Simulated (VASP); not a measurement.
# SnAs2 (R-3m) in VASP: a series of runs

Runs on SnAs2. Level: PBE. Tasks: relaxation of cell and atoms, single point.

Everything below comes from runs of VASP 6.6.1. Logs are shortened: lines on timing, memory, paths and dates and some standing lists are left out, and cuts for length are marked.

**1. The cell of the first run**

The structure is trigonal, space group R-3m (No. 166). The conventional cell has a = 5.190 Å, b = 5.190 Å, c = 10.084 Å, α = 90.00°, β = 90.00°, γ = 120.00°. Sn (site symmetry -3m) has 8 As at 3.01 to 3.67 Å within 4.0 Å. As (site symmetry 3m) has 4 As at 2.74 to 3.06 Å and 4 Sn at 3.01 to 3.67 Å within 3.7 Å.

The cell was generated, and may not be a known phase.

**2. Relaxation of cell and atoms, PBE**

File INCAR:

```
PREC = Accurate ; ENCUT = 600
EDIFF = 1E-6 ; ISMEAR = 0
SIGMA = 0.1 ; LREAL = False
LASPH = True ; NELM = 60
ALGO = Normal ; ISIF = 3
LWAVE = False ; LCHARG = False
GGA = PE ; IBRION = 2
NSW = 90 ; EDIFFG = -0.04
```

File KPOINTS:

```
Automatic mesh
0
Gamma
  6 6 6
```

File POSCAR:

```
SnAs2
1.0
    2.5949696000      1.4982064000      3.3612656200
   -2.5949696000      1.4982064000      3.3612656200
    0.0000000000     -2.9964128000      3.3612656200
Sn As
1 2
Direct
    0.5000000000      0.5000000000      0.5000000000
    0.8640138400      0.8640138400      0.8640138400
    0.1359861600      0.1359861600      0.1359861600
```

Potentials or basis: VASP PAW PBE potentials, release 64 (Sn_d, As).

Run with:

```sh
> cat potpaw_PBE.64/Sn_d/POTCAR potpaw_PBE.64/As/POTCAR > POTCAR
> mpirun -np 1 vasp_std > vasp.out
```

OUTCAR:

```text
PREC = Accurate
   ENCUT = 600
   EDIFF = 1E-6
   ISMEAR = 0
   LREAL = False
   LASPH = True
   NELM = 60
   ISIF = 3
   GGA = PE
   IBRION = 2
   NSW = 90
   EDIFFG = -0.04

 ion  position               nearest neighbor table
   1  0.500  0.500  0.500-   3 3.01   3 3.01   2 3.01   2 3.01   3 3.01   2 3.01
   2  0.864  0.864  0.864-   3 2.74   1 3.01   1 3.01   1 3.01
   3  0.136  0.136  0.136-   2 2.74   1 3.01   1 3.01   1 3.01

  LATTYP: Found a trigonal (rhomboedric) cell.
 ALAT       =     4.5029541677
 COS(alpha) =     0.3357990493

  Lattice vectors:

 A1 = (   2.5949696000,   1.4982064000,   3.3612656200)
 A2 = (  -2.5949696000,   1.4982064000,   3.3612656200)
 A3 = (   0.0000000000,  -2.9964128000,   3.3612656200)

Analysis of symmetry for initial positions (statically):
=====================================================================
 Subroutine PRICEL returns:
 Original cell was already a primitive cell.

 Routine SETGRP: Setting up the symmetry group for a
 trigonal (rhombohedral) supercell.

 Subroutine GETGRP returns: Found 12 space group operations
 (whereof 12 operations were pure point group operations)
 out of a pool of 12 trial point group operations.

The static configuration has the point symmetry D_3d.

Analysis of symmetry for dynamics (positions and initial velocities):
=====================================================================
 Subroutine PRICEL returns:
 Original cell was already a primitive cell.

 Routine SETGRP: Setting up the symmetry group for a
 trigonal (rhombohedral) supercell.

 Subroutine GETGRP returns: Found 12 space group operations
 (whereof 12 operations were pure point group operations)
 out of a pool of 12 trial point group operations.

The dynamic configuration has the point symmetry D_3d.

 Subroutine INISYM returns: Found 12 space group operations
 (whereof 12 operations are pure point group operations),
 and found     1 'primitive' translations

----------------------------------------------------------------------------------------

                                     Primitive cell

  volume of cell :      78.4076

  direct lattice vectors                    reciprocal lattice vectors
     2.594969600  1.498206400  3.361265620     0.192680485  0.111244129  0.099168995
    -2.594969600  1.498206400  3.361265620    -0.192680485  0.111244129  0.099168995
     0.000000000 -2.996412800  3.361265620     0.000000000 -0.222488259  0.099168995

  length of vectors
     4.502954165  4.502954165  4.502954168     0.243588824  0.243588824  0.243588823

  position of ions in fractional coordinates (direct lattice)
     0.500000000  0.500000000  0.500000000
     0.864013840  0.864013840  0.864013840
     0.135986160  0.135986160  0.135986160

  ion indices of the primitive-cell ions
   primitive index   ion index
                 1           1
                 2           2
                 3           3

----------------------------------------------------------------------------------------

 KPOINTS: Automatic mesh

Automatic generation of k-mesh.
 Grid dimensions read from file:
 generate k-points for:    6    6    6

 Generating k-lattice:

  Cartesian coordinates                     Fractional coordinates (reciprocal lattice)
     0.032113414  0.018540688  0.016528166     0.166666667  0.000000000  0.000000000
    -0.032113414  0.018540688  0.016528166     0.000000000  0.166666667  0.000000000
     0.000000000 -0.037081376  0.016528166     0.000000000  0.000000000  0.166666667

  Length of vectors
     0.040598137  0.040598137  0.040598137

  Shift w.r.t. Gamma in fractional coordinates (k-lattice)
     0.000000000  0.000000000  0.000000000

 Subroutine IBZKPT returns following result:
 ===========================================

 Found     32 irreducible k-points:

 Following reciprocal coordinates:
            Coordinates               Weight
  0.000000  0.000000  0.000000      1.000000
  0.166667  0.000000 -0.000000      6.000000
  0.333333  0.000000 -0.000000      6.000000
  0.500000 -0.000000 -0.000000      3.000000
  0.166667  0.166667 -0.000000      6.000000
  0.333333  0.166667 -0.000000     12.000000
[... 16 lines left out ...]
  0.500000  0.500000  0.166667      6.000000
 -0.333333  0.500000  0.166667     12.000000
 [... further k-points ...]
   k-points           NKPTS =     32   k-points in BZ     NKDIM =     32   number of bands    NBANDS=     16
   number of dos      NEDOS =    301   number of ions     NIONS =      3
   total plane-waves  NPLWV =  46656
   dimension x,y,z NGX =    36 NGY =   36 NGZ =   36
   dimension x,y,z NGXF=    72 NGYF=   72 NGZF=   72
   ions per type =               1   2
   NGX,Y,Z   is equivalent  to a cutoff of  13.29, 13.29, 13.29 a.u.
   NGXF,Y,Z  is equivalent  to a cutoff of  26.58, 26.58, 26.58 a.u.
 SYSTEM =  unknown system
   PREC   = accura    normal or accurate (medium, high low for compatibility)
   ISTART =      0    job   : 0-new  1-cont  2-samecut
   ICHARG =      2    charge: 1-file 2-atom 10-const
   ISPIN  =      1    spin polarized calculation?
   LNONCOLLINEAR =      F non collinear calculations
   LSORBIT =      F    spin-orbit coupling
   LASPH  =      T    aspherical Exc in radial PAW
   ENCUT  =  600.0 eV  44.10 Ry    6.64 a.u.   8.99  8.99  8.99*2*pi/ulx,y,z
   NELM   =     60;   NELMIN=  2; NELMDL= -5     # of ELM steps
   EDIFF  = 0.1E-05   stopping-criterion for ELM
   LREAL  =      F    real-space projection
   EDIFFG = -.4E-01   stopping-criterion for IOM
   NSW    =     90    number of steps for IOM
   IBRION =      2    ionic relax: 0-MD 1-quasi-New 2-CG
   NFREE  =      1    steps in history (QN), initial steepest desc. (CG)
   ISIF   =      3    stress and relaxation
   ISYM   =      2    0-nonsym 1-usesym 2-fastsym
   POTIM  = 0.5000    time-step for ionic-motion
   TEBEG  =    0.0;   TEEND  =   0.0 temperature during run
   PSTRESS=    0.0 pullay stress
   NELECT =      24.0000    total number of electrons
   NUPDOWN=      -1.0000    fix difference up-down
   EMIN   =  10.00;   EMAX   =-10.00  energy-range for DOS
   EFERMI =   0.00;   METHOD = LEGACY
   ISMEAR =     0;   SIGMA  =   0.10  broadening in eV -4-tet -1-fermi 0-gaus
   EFERMI_NEDOS =   21; number of points for ismear=-14 and -15
   IALGO  =     38    algorithm
   IMIX   =      4    mixing-type and parameters
     AMIX     =   0.40;   BMIX     =  1.00
     AMIX_MAG =   1.60;   BMIX_MAG =  1.00
  volume/ion in A,a.u.               =      26.14       176.37
  Fermi-wavevector in a.u.,A,eV,Ry     =   1.103297  2.084930 16.561896  1.217265
  Thomas-Fermi vector in A             =   2.239753
   LORBIT       =      0    0 simple, 1 ext, 2 COOP (PROOUT), +10 PAW based schemes
   GGA     = PE    functional components
   LHFCALC =     F    Hartree Fock is set to
   AEXX    =    0.0000 exact exchange contribution
   IVDW    =     0    specifies the selected vdW correction
   LEPSILON=     F    determine dielectric tensor
   LRPA    =     F    only Hartree local field effects (RPA)
 conjugate gradient relaxation of ions
 non-spin polarized calculation
 Gauss-broadening in eV      SIGMA  =   0.10
  energy-cutoff  :      600.00
  volume of cell :       78.41
 maximum number of plane-waves:      2642
   NGX = 17   NGY = 17   NGZ = 17

--------------------------------------- Ionic step        1  -------------------------------------------

 number of electron      24.0000007 magnetization

 Free energy of the ion-electron system (eV)
  ---------------------------------------------------
  ext. energy  EPLUGINS =         0.00000000
  ---------------------------------------------------
  free energy    TOTEN  =       -12.20438465 eV

  energy without entropy =      -12.19926523  energy(sigma->0) =      -12.20182494

------------------------ aborting loop because EDIFF is reached ----------------------------------------

  FORCE on cell =-STRESS in cart. coord.  units (eV):
  Direction    XX          YY          ZZ          XY          YZ          ZX
  --------------------------------------------------------------------------------------
  -------------------------------------------------------------------------------------
  Total       -0.7479136     -0.7479136     -3.1865968      0.0000000      0.0000000      0.0000000
  in kB      -15.2828381    -15.2828381    -65.1147964      0.0000000      0.0000000      0.0000000
  external PRESSURE =     -31.8934909 kB  Pullay stress =       0.0000000 kB
[... 92 lines left out ...]
  FREE ENERGIE OF THE ION-ELECTRON SYSTEM (eV)
  ---------------------------------------------------
  free  energy   TOTEN  =       -12.3289627233 eV

  energy  without entropy=      -12.3212092867  energy(sigma->0) =      -12.32508600

 E-fermi :   5.6584     XC(G=0):  -9.9530

 val. band max:        5.6056741721   @ k =   0.5000  -0.0000  -0.0000
 cond. band min:       5.6613787642   @ k =   0.3333   0.3333   0.1667
 fundamental gap:      0.0557045921
 Fermi energy:         5.6584454444

 k-point     1 :       0.0000    0.0000    0.0000
  band No.  band energies     occupation
      1     -15.8032      2.00000
      2     -15.8014      2.00000
      3     -15.8014      2.00000
      4     -15.7871      2.00000
      5     -15.7871      2.00000
      6      -7.6869      2.00000
[... 433 lines left out ...]
      3     -15.7908      2.00000
      4     -15.7903      2.00000
      5     -15.7820      2.00000
      6      -6.0562      2.00000
[... 8 lines left out ...]
     15       8.4838      0.00000
     16      10.4560      0.00000

 [... further k-points ...]

[... ionic steps 4 to 19 ...]

--------------------------------------- Ionic step       20  -------------------------------------------

 number of electron      24.0000004 magnetization

------------------------ aborting loop because EDIFF is reached ----------------------------------------
[... 69 lines left out ...]
--------------------------------------- Ionic step       22  -------------------------------------------

 number of electron      23.9999999 magnetization

 Free energy of the ion-electron system (eV)
  ---------------------------------------------------
  ext. energy  EPLUGINS =         0.00000000
  ---------------------------------------------------
  free energy    TOTEN  =       -12.69401814 eV

  energy without entropy =      -12.68775190  energy(sigma->0) =      -12.69088502

 E-fermi :   6.3932     XC(G=0): -10.3444

 val. band max:        6.3110318398   @ k =   0.3333   0.3333  -0.0000
 cond. band min:       6.4045072568   @ k =   0.1667   0.1667  -0.0000
 fundamental gap:      0.0934754170
 Fermi energy:         6.3931765310

 k-point     1 :       0.0000    0.0000    0.0000
  band No.  band energies     occupation
      1     -14.9617      2.00000
      2     -14.9617      2.00000
      3     -14.9273      2.00000
      4     -14.9205      2.00000
      5     -14.9205      2.00000
      6      -7.0342      2.00000
[... 433 lines left out ...]
      3     -14.9406      2.00000
      4     -14.9165      2.00000
      5     -14.9044      2.00000
      6      -4.4755      2.00000
[... 8 lines left out ...]
     15       9.7015      0.00000
     16      11.6470      0.00000

 [... further k-points ...]

------------------------ aborting loop because EDIFF is reached ----------------------------------------

  FORCE on cell =-STRESS in cart. coord.  units (eV):
  Direction    XX          YY          ZZ          XY          YZ          ZX
  --------------------------------------------------------------------------------------
  -------------------------------------------------------------------------------------
  Total        0.0995386      0.0995386      0.0903375     -0.0000000      0.0000000      0.0000000
  in kB        2.3473211      2.3473211      2.1303395     -0.0000000      0.0000000      0.0000000
  external PRESSURE =       2.2749939 kB  Pullay stress =       0.0000000 kB
[... 18 lines left out ...]
  FREE ENERGIE OF THE ION-ELECTRON SYSTEM (eV)
  ---------------------------------------------------
  free  energy   TOTEN  =       -12.6940181448 eV

  energy  without entropy=      -12.6877518985  energy(sigma->0) =      -12.69088502

 reached required accuracy - stopping structural energy minimisation
```

It took 14 min on 1 thread of Oxide Virtual Turin-like, shared host; peak memory 0.22 GiB.

Results:

```
Free energy                           : -12.6940 eV
Relaxed volume                        : 22.65 Å³/atom
Relaxed cell                          : a = 4.156 Å, b = 4.156 Å, c = 4.156 Å, α = 78.47°, β = 78.47°, γ = 78.47°
Space group after relaxing (to 0.1 Å) : R-3m (No. 166)
Energy gained by relaxing             : 163.2 meV/atom
Ionic steps                           : 22
Pressure after relaxing               : 0.2 GPa
Largest force after relaxing          : 0.020 eV/Å
Band gap on the k mesh                : zero (bands 12 and 13 overlap by 4.06 eV)
```

Forces in eV/Å, atoms in the order of the input:
```
Sn   0.000  0.000  0.000
As   0.000  0.000  0.020
As   0.000  0.000 -0.020
```

Step by step:
```tsv
step	energy change (eV)	largest force (eV/Å)	pressure (GPa)	volume (Å³)
1	0.0000	0.3631	-3.19	78.41
2	-0.1217	0.0299	0.28	72.61
3	-0.1246	0.1292	0.99	71.76
4	-0.1545	0.2903	0.55	72.35
5	-0.2295	0.8897	-0.61	73.86
6	-0.2448	0.9358	-0.87	73.96
7	-0.2604	1.0377	-1.40	74.17
8	-0.2910	0.9279	-1.66	73.84
9	-0.3484	0.5310	-1.98	72.84
10	-0.4078	0.3837	-1.79	71.81
11	-0.4614	0.2127	-1.03	69.91
12	-0.4692	0.1979	-0.52	69.11
13	-0.4697	0.1977	-0.24	68.73
14	-0.4698	0.1965	-0.33	68.84
15	-0.4735	0.1832	-0.02	68.48
16	-0.4770	0.1505	0.61	67.80
17	-0.4801	0.1172	0.27	68.10
18	-0.4816	0.0246	-0.66	69.01
19	-0.4824	0.0632	-0.31	68.66
20	-0.4852	0.0569	-0.38	68.65
21	-0.4891	0.0236	-0.46	68.63
22	-0.4896	0.0197	0.23	67.94
```

Final structure:
```yaml
crystal:
  lattice:
    - [2.62861, 1.51763, 2.83848]
    - [-2.62861, 1.51763, 2.83848]
    - [0.00000, -3.03526, 2.83848]
  atoms:
    - { symbol: Sn, position: [0.50000, 0.50000, 0.50000] }
    - { symbol: As, position: [0.83386, 0.83386, 0.83386] }
    - { symbol: As, position: [0.16614, 0.16614, 0.16614] }
```

Caveat: spin-orbit coupling is left out, which moves the levels of the heavy elements.

**3. Single point, PBE**

This run uses another cell than the first one, of 22.67 Å³/atom.

File INCAR:

```
PREC = Accurate
ENCUT = 520
EDIFF = 1E-7
ISMEAR = 0
SIGMA = 0.1
LREAL = False
LASPH = True
NELM = 60
ALGO = Fast
ISIF = 2
LWAVE = False
LCHARG = True
GGA = PE
LELF = True
LVHAR = True
NBANDS = 19
```

File KPOINTS:

```
regular mesh
0
Gamma
  12 12 12
```

File POSCAR:

```
SnAs2
1.0
    2.6259157514      1.5160731660      2.8474971512
   -2.6259157514      1.5160731660      2.8474971512
    0.0000000000     -3.0321463319      2.8474971512
Sn As
1 2
Direct
    0.5000000000      0.5000000000      0.5000000000
    0.8383456459      0.8383456459      0.8383456459
    0.1616543541      0.1616543541      0.1616543541
```

Potentials or basis: VASP PAW PBE potentials, release 64 (Sn_d, As).

Run with:

```sh
> cat potpaw_PBE.64/Sn_d/POTCAR potpaw_PBE.64/As/POTCAR > POTCAR
> mpirun -np 1 vasp_std > vasp.out
```

It took 5 min on 1 thread of Oxide Virtual Turin-like, shared host; peak memory 0.32 GiB.

Results (log left out):

| Property | Result |
| --- | --- |
| Free energy | -12.6973 eV |
| Pressure | 0.1 GPa |
| Band gap on the k mesh | zero (bands 12 and 13 overlap by 4.27 eV) |

Levels at points of the mesh, in eV from the Fermi level:
| k point | band 9 | band 10 | band 11 | band 12 | band 13 | band 14 | band 15 | band 16 |
| --- | --- | --- | --- | --- | --- | --- | --- | --- |
| (0.00, 0.00, 0.00) | -2.62 | -2.62 | -1.95 | -1.95 | -0.11 | 0.51 | 5.03 | 5.56 |
| (0.50, 0.00, 0.00) | -3.33 | -2.97 | -0.61 | -0.59 | 0.96 | 2.18 | 2.68 | 2.75 |
| (0.50, 0.50, 0.00) | -5.73 | -2.66 | -1.86 | 0.11 | 0.97 | 2.07 | 3.17 | 3.70 |
| (0.50, 0.50, 0.50) | -5.96 | -3.78 | -3.78 | -3.00 | -3.00 | 3.90 | 5.14 | 7.35 |

Caveat: spin-orbit coupling is left out, which moves the levels of the heavy elements.

(Continued in part 2 of 2.)

The gap in the log of VASP goes by the Fermi energy; the results here count the filled bands.